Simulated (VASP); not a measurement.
# BP (F-43m) in VASP: single point with r2SCAN

Aim: the single point of BP with r2SCAN.

Program: VASP 6.6.1. These are calculated values, not measurements. Logs are shortened: lines on timing, memory, paths and dates and some standing lists are left out, and cuts for length are marked.

**1. The cell of the first run**

It takes space group F-43m (No. 216, cubic). The conventional cell has a = 4.537 Å, b = 4.537 Å, c = 4.537 Å, α = 90.00°, β = 90.00°, γ = 90.00°. B (site symmetry -43m) has 4 P at 1.96 Å within 2.6 Å. P (site symmetry -43m) has 4 B at 1.96 Å within 2.6 Å.

**2. Single point, r2SCAN**

Input file POSCAR:

```
BP
1.0
    0.0000000000      2.2683156724      2.2683156724
    2.2683156724      0.0000000000      2.2683156724
    2.2683156724      2.2683156724      0.0000000000
B P
1 1
Direct
    0.0000000000      0.0000000000      0.0000000000
    0.2500000000      0.2500000000      0.2500000000
```

Input file INCAR.step1:

```
SYSTEM = BP
PREC = Accurate ; ENCUT = 550
ISMEAR = 0 ; SIGMA = 0.01
LREAL = .False. ; LASPH = .True.
NELM = 120 ; NBANDS = 11
GGA = PE ; ALGO = Normal
EDIFF = 1E-5 ; LWAVE = .True.
LCHARG = .False. ; GGA_COMPAT = .False.
```

Input file INCAR.step2:

```
SYSTEM = BP
PREC = Accurate ; ENCUT = 550
EDIFF = 1E-6 ; ISMEAR = 0
SIGMA = 0.01 ; LREAL = .False.
LASPH = .True. ; NELM = 120
ALGO = Normal ; ISIF = 2
LWAVE = .False. ; LCHARG = .True.
METAGGA = R2SCAN ; LMIXTAU = .True.
LELF = .True. ; LVHAR = .True.
NBANDS = 11 ; ISTART = 1
GGA_COMPAT = .False.
```

Input file KPOINTS:

```
Automatic mesh
0
Gamma
  8 8 8
  0 0 0
```

Potentials or basis: VASP PAW PBE potentials, release 64 (B, P).

Launch:

```bash
cat potpaw_PBE.64/B/POTCAR potpaw_PBE.64/P/POTCAR > POTCAR
cp INCAR.step1 INCAR
mpirun -np 1 vasp_std > vasp.out
cp INCAR.step2 INCAR
mpirun -np 1 vasp_std > vasp.out
```

OUTCAR:

```text
SYSTEM = BP
   PREC = Accurate
   ENCUT = 550
   EDIFF = 1E-6
   ISMEAR = 0
   LREAL = .False.
   LASPH = .True.
   NELM = 120
   ISIF = 2
   METAGGA = R2SCAN
   ISTART = 1

 ion  position               nearest neighbor table
   1  0.000  0.000  0.000-   2 1.96   2 1.96   2 1.96   2 1.96
   2  0.250  0.250  0.250-   1 1.96   1 1.96   1 1.96   1 1.96

  LATTYP: Found a face centered cubic cell.
 ALAT       =     4.5366313448

  Lattice vectors:

 A1 = (   0.0000000000,   2.2683156724,   2.2683156724)
 A2 = (   2.2683156724,   0.0000000000,   2.2683156724)
 A3 = (   2.2683156724,   2.2683156724,   0.0000000000)

Analysis of symmetry for initial positions (statically):
=====================================================================
 Subroutine PRICEL returns:
 Original cell was already a primitive cell.

 Routine SETGRP: Setting up the symmetry group for a
 face centered cubic supercell.

 Subroutine GETGRP returns: Found 24 space group operations
 (whereof 24 operations were pure point group operations)
 out of a pool of 48 trial point group operations.

The static configuration has the point symmetry T_d .

Analysis of symmetry for dynamics (positions and initial velocities):
=====================================================================
 Subroutine PRICEL returns:
 Original cell was already a primitive cell.

 Routine SETGRP: Setting up the symmetry group for a
 face centered cubic supercell.

 Subroutine GETGRP returns: Found 24 space group operations
 (whereof 24 operations were pure point group operations)
 out of a pool of 48 trial point group operations.

The dynamic configuration has the point symmetry T_d .

 Subroutine INISYM returns: Found 24 space group operations
 (whereof 24 operations are pure point group operations),
 and found     1 'primitive' translations

----------------------------------------------------------------------------------------

                                     Primitive cell

  volume of cell :      23.3421

  direct lattice vectors                    reciprocal lattice vectors
     0.000000000  2.268315672  2.268315672    -0.220427873  0.220427873  0.220427873
     2.268315672  0.000000000  2.268315672     0.220427873 -0.220427873  0.220427873
     2.268315672  2.268315672  0.000000000     0.220427873  0.220427873 -0.220427873

  length of vectors
     3.207882788  3.207882788  3.207882788     0.381792276  0.381792276  0.381792276

  position of ions in fractional coordinates (direct lattice)
     0.000000000  0.000000000  0.000000000
     0.250000000  0.250000000  0.250000000

  ion indices of the primitive-cell ions
   primitive index   ion index
                 1           1
                 2           2

----------------------------------------------------------------------------------------

 KPOINTS: Automatic mesh

Automatic generation of k-mesh.
 Grid dimensions read from file:
 generate k-points for:    8    8    8

 Generating k-lattice:

  Cartesian coordinates                     Fractional coordinates (reciprocal lattice)
    -0.027553484  0.027553484  0.027553484     0.125000000  0.000000000  0.000000000
     0.027553484 -0.027553484  0.027553484     0.000000000  0.125000000  0.000000000
     0.027553484  0.027553484 -0.027553484     0.000000000  0.000000000  0.125000000

  Length of vectors
     0.047724035  0.047724035  0.047724035

  Shift w.r.t. Gamma in fractional coordinates (k-lattice)
     0.000000000  0.000000000  0.000000000

 Subroutine IBZKPT returns following result:
 ===========================================

 Found     29 irreducible k-points:

 Following reciprocal coordinates:
            Coordinates               Weight
  0.000000  0.000000  0.000000      1.000000
  0.125000  0.000000  0.000000      8.000000
  0.250000  0.000000  0.000000      8.000000
  0.375000  0.000000  0.000000      8.000000
  0.500000  0.000000  0.000000      4.000000
  0.125000  0.125000  0.000000      6.000000
[... 16 lines left out ...]
  0.500000  0.250000  0.125000     48.000000
 -0.375000  0.250000  0.125000     24.000000
 [... further k-points ...]
   k-points           NKPTS =     29   k-points in BZ     NKDIM =     29   number of bands    NBANDS=     11
   number of dos      NEDOS =    301   number of ions     NIONS =      2
   total plane-waves  NPLWV =  21952
   dimension x,y,z NGX =    28 NGY =   28 NGZ =   28
   dimension x,y,z NGXF=    56 NGYF=   56 NGZF=   56
   ions per type =               1   1
   NGX,Y,Z   is equivalent  to a cutoff of  14.51, 14.51, 14.51 a.u.
   NGXF,Y,Z  is equivalent  to a cutoff of  29.02, 29.02, 29.02 a.u.
 SYSTEM =  BP
   PREC   = accura    normal or accurate (medium, high low for compatibility)
   ISTART =      1    job   : 0-new  1-cont  2-samecut
   ICHARG =      0    charge: 1-file 2-atom 10-const
   ISPIN  =      1    spin polarized calculation?
   LNONCOLLINEAR =      F non collinear calculations
   LSORBIT =      F    spin-orbit coupling
   LASPH  =      T    aspherical Exc in radial PAW
   ENCUT  =  550.0 eV  40.42 Ry    6.36 a.u.   6.13  6.13  6.13*2*pi/ulx,y,z
   NELM   =    120;   NELMIN=  2; NELMDL=  0     # of ELM steps
   EDIFF  = 0.1E-05   stopping-criterion for ELM
   LREAL  =      F    real-space projection
   EDIFFG = 0.1E-04   stopping-criterion for IOM
   NSW    =      0    number of steps for IOM
   IBRION =     -1    ionic relax: 0-MD 1-quasi-New 2-CG
   NFREE  =      0    steps in history (QN), initial steepest desc. (CG)
   ISIF   =      2    stress and relaxation
   ISYM   =      2    0-nonsym 1-usesym 2-fastsym
   POTIM  = 0.5000    time-step for ionic-motion
   TEBEG  =    0.0;   TEEND  =   0.0 temperature during run
   PSTRESS=    0.0 pullay stress
   NELECT =       8.0000    total number of electrons
   NUPDOWN=      -1.0000    fix difference up-down
   EMIN   =  10.00;   EMAX   =-10.00  energy-range for DOS
   EFERMI =   0.00;   METHOD = LEGACY
   ISMEAR =     0;   SIGMA  =   0.01  broadening in eV -4-tet -1-fermi 0-gaus
   EFERMI_NEDOS =   21; number of points for ismear=-14 and -15
   IALGO  =     38    algorithm
   IMIX   =      4    mixing-type and parameters
     AMIX     =   0.40;   BMIX     =  1.00
     AMIX_MAG =   1.60;   BMIX_MAG =  1.00
  volume/ion in A,a.u.               =      11.67        78.76
  Fermi-wavevector in a.u.,A,eV,Ry     =   1.145666  2.164995 17.858333  1.312550
  Thomas-Fermi vector in A             =   2.282353
   LORBIT       =      0    0 simple, 1 ext, 2 COOP (PROOUT), +10 PAW based schemes
   METAGGA = R2SCAN    functional components
   LHFCALC =     F    Hartree Fock is set to
   AEXX    =    0.0000 exact exchange contribution
   IVDW    =     0    specifies the selected vdW correction
   LEPSILON=     F    determine dielectric tensor
   LRPA    =     F    only Hartree local field effects (RPA)
 non-spin polarized calculation
 Gauss-broadening in eV      SIGMA  =   0.01
  energy-cutoff  :      550.00
  volume of cell :       23.34
 maximum number of plane-waves:       701
 NGX is ok and might be reduce to    28
   NGX = 13   NGY = 13   NGZ = 13

 number of electron       8.0000000 magnetization

 Free energy of the ion-electron system (eV)
  ---------------------------------------------------
  ext. energy  EPLUGINS =         0.00000000
  ---------------------------------------------------
  free energy    TOTEN  =       -17.31052249 eV

  energy without entropy =      -17.31052249  energy(sigma->0) =      -17.31052249

 E-fermi :   7.5527     XC(G=0): -11.5046

 val. band max:        7.4000785956   @ k =   0.0000   0.0000   0.0000
 cond. band min:       8.8761832848   @ k =   0.3750   0.3750   0.0000
 fundamental gap:      1.4761046892
 Fermi energy:         7.5526547168

 k-point     1 :       0.0000    0.0000    0.0000
  band No.  band energies     occupation
      1      -8.8673      2.00000
      2       7.4001      2.00000
      3       7.4001      2.00000
      4       7.4001      2.00000
      5      11.0420      0.00000
      6      11.0420      0.00000
      7      11.0420      0.00000
      8      15.4254      0.00000
      9      19.8109      0.00000
     10      20.0494      0.00000
     11      20.0494      0.00000

 k-point     2 :       0.1250    0.0000    0.0000
  band No.  band energies     occupation
      1      -8.5717      2.00000
      2       5.4473      2.00000
      3       6.9469      2.00000
      4       6.9469      2.00000
      5      11.6486      0.00000
      6      11.6725      0.00000
      7      11.6725      0.00000
      8      16.2457      0.00000
      9      19.1504      0.00000
     10      19.1504      0.00000
     11      20.6774      0.00000

 k-point     3 :       0.2500    0.0000    0.0000
  band No.  band energies     occupation
      1      -7.7046      2.00000
      2       2.2988      2.00000
      3       6.2156      2.00000
      4       6.2156      2.00000
      5      11.7610      0.00000
      6      12.4922      0.00000
      7      12.4922      0.00000
      8      17.7958      0.00000
      9      18.9169      0.00000
     10      18.9169      0.00000
     11      21.3385      0.00000

 k-point     4 :       0.3750    0.0000    0.0000
  band No.  band energies     occupation
      1      -6.3778      2.00000
      2      -0.5683      2.00000
      3       5.7081      2.00000
      4       5.7081      2.00000
      5      11.6137      0.00000
      6      12.5462      0.00000
      7      12.5462      0.00000
      8      18.3752      0.00000
      9      20.7116      0.00000
     10      20.7116      0.00000
     11      22.1761      0.00000

 k-point     5 :       0.5000    0.0000    0.0000
  band No.  band energies     occupation
      1      -5.3718      2.00000
      2      -2.1064      2.00000
      3       5.5341      2.00000
      4       5.5341      2.00000
      5      11.5440      0.00000
      6      12.4309      0.00000
      7      12.4309      0.00000
      8      18.3229      0.00000
      9      22.8901      0.00000
     10      22.8901      0.00000
     11      23.2708      0.00000
[... 211 lines left out ...]
 k-point    21 :       0.5000    0.5000    0.0000
  band No.  band energies     occupation
      1      -3.7022      2.00000
      2      -1.7317      2.00000
      3       3.0522      2.00000
      4       3.0522      2.00000
      5       8.9382      0.00000
      6       9.3084      0.00000
      7      20.4723      0.00000
      8      20.4723      0.00000
      9      23.8102      0.00000
     10      25.0108      0.00000
     11      26.2869      0.00000

 k-point    22 :       0.3750    0.2500    0.1250
  band No.  band energies     occupation
      1      -6.9426      2.00000
      2       2.1870      2.00000
      3       3.4128      2.00000
      4       5.3106      2.00000
      5      11.1633      0.00000
      6      13.8228      0.00000
      7      14.0720      0.00000
      8      15.4499      0.00000
      9      19.7040      0.00000
     10      22.1789      0.00000
     11      24.0482      0.00000

 k-point    23 :       0.5000    0.2500    0.1250
  band No.  band energies     occupation
      1      -5.6456      2.00000
      2      -0.0914      2.00000
      3       2.7212      2.00000
      4       4.5039      2.00000
      5      11.8600      0.00000
      6      13.2580      0.00000
      7      15.2580      0.00000
      8      16.3060      0.00000
      9      20.6866      0.00000
     10      21.5980      0.00000
     11      25.5034      0.00000

 k-point    24 :      -0.3750    0.2500    0.1250
  band No.  band energies     occupation
      1      -4.6692      2.00000
      2      -1.5139      2.00000
      3       2.6341      2.00000
      4       4.1176      2.00000
      5      11.9602      0.00000
      6      12.9621      0.00000
      7      16.3038      0.00000
      8      17.9158      0.00000
      9      18.4921      0.00000
     10      22.7122      0.00000
     11      25.2115      0.00000

 [... further k-points ...]
[... 5 lines left out ...]
  --------------------------------------------------------------------------------------
  -------------------------------------------------------------------------------------
  Total       -0.0743604     -0.0743604     -0.0743604     -0.0000000     -0.0000000      0.0000000
  in kB       -5.1040153     -5.1040153     -5.1040153     -0.0000000     -0.0000000      0.0000000
  external PRESSURE =      -5.1040153 kB  Pullay stress =       0.0000000 kB

 VOLUME and BASIS-vectors are now :
 -----------------------------------------------------------------------------
  energy-cutoff  :      550.00
  volume of cell :       23.34
      direct lattice vectors                 reciprocal lattice vectors
     0.000000000  2.268315672  2.268315672    -0.220427873  0.220427873  0.220427873
     2.268315672  0.000000000  2.268315672     0.220427873 -0.220427873  0.220427873
     2.268315672  2.268315672  0.000000000     0.220427873  0.220427873 -0.220427873

 POSITION                                       TOTAL-FORCE (eV/Angst)
 -----------------------------------------------------------------------------------
      0.00000      0.00000      0.00000         0.000000      0.000000      0.000000
      1.13416      1.13416      1.13416        -0.000000     -0.000000     -0.000000
 -----------------------------------------------------------------------------------
    total drift:                               -0.000000     -0.000000     -0.000000

  FREE ENERGIE OF THE ION-ELECTRON SYSTEM (eV)
  ---------------------------------------------------
  free  energy   TOTEN  =       -17.3105224859 eV

  energy  without entropy=      -17.3105224859  energy(sigma->0) =      -17.31052249
```

Wall time 54 s (1 thread of AMD EPYC 7R43 (Zen 3), shared host); peak memory 0.12 GiB.

What came out:

```
Free energy            : -17.3105 eV
Pressure               : -0.5 GPa
Band gap on the k mesh : 1.48 eV, indirect (least direct gap 3.64 eV)
```

Caveat: the PAW data sets were made with another functional, which shifts forces and pressure a little. r2SCAN opens gaps a little over a GGA but as a rule still falls short of measured ones.
